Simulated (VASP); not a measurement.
A run of VASP 6.6.1 is set up as follows.

INCAR

```
  ALGO = Normal
  DIPOL = 0.5 0.5 0.500
  EDIFF = 1E-7
  ENCUT = 520
  GGA = PS
  IDIPOL = 3
  ISIF = 2
  ISMEAR = 0
  ISPIN = 2
  LASPH = T
  LCHARG = T
  LDIPOL = T
  LELF = T
  LMAXMIX = 4
  LORBIT = 11
  LREAL = F
  LVACPOTAV = T
  LVHAR = T
  LWAVE = F
  MAGMOM = 0.23 0.23 0.23 0.23 0.23 0.23
  NBANDS = 37
  NELM = 150
  PREC = Accurate
  SIGMA = 0.1
```

KPOINTS

```
k-points
0
Gamma
  15 15 1
```

File POSCAR:

```
Fe
1.0
    2.4085592353      0.0000000000      0.0000000000
   -1.2042796177      2.0858734843      0.0000000000
    0.0000000000      0.0000000000     24.8329019031
Fe
6
Direct
    0.6666666667      0.3333333333      0.3020186698
    0.3333333333      0.6666666667      0.3812112019
    0.0000000000      0.0000000000      0.4604037340
    0.6666666667      0.3333333333      0.5395962660
    0.3333333333      0.6666666667      0.6187887981
    0.0000000000      0.0000000000      0.6979813302
```

Potentials or basis: VASP PAW PBE potentials, release 64 (Fe).

Run with:

```bash
$ cat potpaw_PBE.64/Fe/POTCAR > POTCAR
$ mpirun -np 1 vasp_std > vasp.out
```

**Question.** Predict the band gap on the k mesh.

**Answer.** Zero (filled and empty bands overlap).

**Question.** Predict the largest force.

**Answer.** 0.643 eV/Å.

**Question.** Estimate the net moment.

**Answer.** 0.00 μB per cell.

Forces on the atoms (eV/Å):
```
Fe   0.000  0.000  0.643
Fe   0.000  0.000 -0.592
Fe   0.000  0.000 -0.130
Fe   0.000  0.000  0.130
Fe   0.000  0.000  0.592
Fe   0.000  0.000 -0.643
```

Caveat: the PAW data sets were made with another functional, which shifts forces and pressure a little.
